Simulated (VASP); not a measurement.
# Si2Ni: single point with LDA

The system is Si2Ni.

```xyz
3
Lattice="0.0000 2.6975 2.6975 2.6975 0.0000 2.6975 2.6975 2.6975 0.0000" Properties=species:S:1:pos:R:3 pbc="T T T"
Si    1.3488    1.3488    1.3488
Si    4.0463    4.0463    4.0463
Ni    0.0000    0.0000    0.0000
```

- Program: VASP 6.6.1
- Task: single point
- Functional: LDA
- Potentials or basis: VASP PAW LDA potentials, release 64 (Si, Ni)
- Cutoff: 520 eV
- k mesh: 12 × 12 × 12
- Occupations: gaussian, width 0.05 eV
- Spin: no spin polarisation
- Dipole correction: no
- Further INCAR settings: ALGO = Normal; EDIFF = 1e-07; NBANDS = 16

```yaml
Pressure: -3.9 GPa
Band_gap_on_the_k_mesh: zero (band 9 reaches 12.16 eV, above the bottom of band 10 at 9.99 eV)
```

Levels at points of the mesh, in eV from the Fermi level:
```
           k point  band 6  band 7  band 8  band 9  band 10  band 11  band 12  band 13
(0.00, 0.00, 0.00)   -3.53   -0.30    1.75    1.75     1.75     2.31     2.31     2.31
(0.50, 0.00, 0.00)   -3.36   -3.36   -1.40   -1.40     1.77     1.86     1.86     2.62
(0.50, 0.50, 0.00)   -3.66   -3.66   -3.45   -3.13    -0.42     1.41     7.83     8.30
```

It took 39 s on 1 thread of Intel(R) Xeon(R) Platinum 8488C (Sapphire Rapids), with other jobs on the host, peak memory 0.17 GiB.

Spin polarisation is off, so any magnetic state and its effect on volume and gap are missing.
